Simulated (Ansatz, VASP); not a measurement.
## SnTe in VASP and in Ansatz

```
CELL_PARAMETERS angstrom
0.00000 3.09206 3.09206
3.09206 0.00000 3.09206
3.09206 3.09206 0.00000
ATOMIC_POSITIONS crystal
Sn 0.00000 0.00000 0.00000
Te 0.50000 0.50000 0.50000
```

Change from the starting cell: volume scaled by 0.94, crystal datasets.

Alike in both runs: task electric field gradients; functional PBEsol; k mesh 11 × 11 × 11; occupations fermi-dirac, width 0.08 eV; no spin polarisation.

|  | VASP | Ansatz |
| --- | --- | --- |
| version | VASP 6.6.1 | Ansatz 0.2.0 |
| potentials or method | VASP PAW PBE potentials, release 64 (Sn_d, Te), cutoff 520 eV | all-electron PAW with datasets made for the crystal, scalar-relativistic |

```csv
,VASP,Ansatz,Ansatz less VASP
pressure (GPa),2.7,2.6,-0.01
```

VASP's potentials were made for PBE, not for PBEsol. Ansatz ran all-electron here, and VASP with PAW potentials.

Spin-orbit coupling is off throughout.
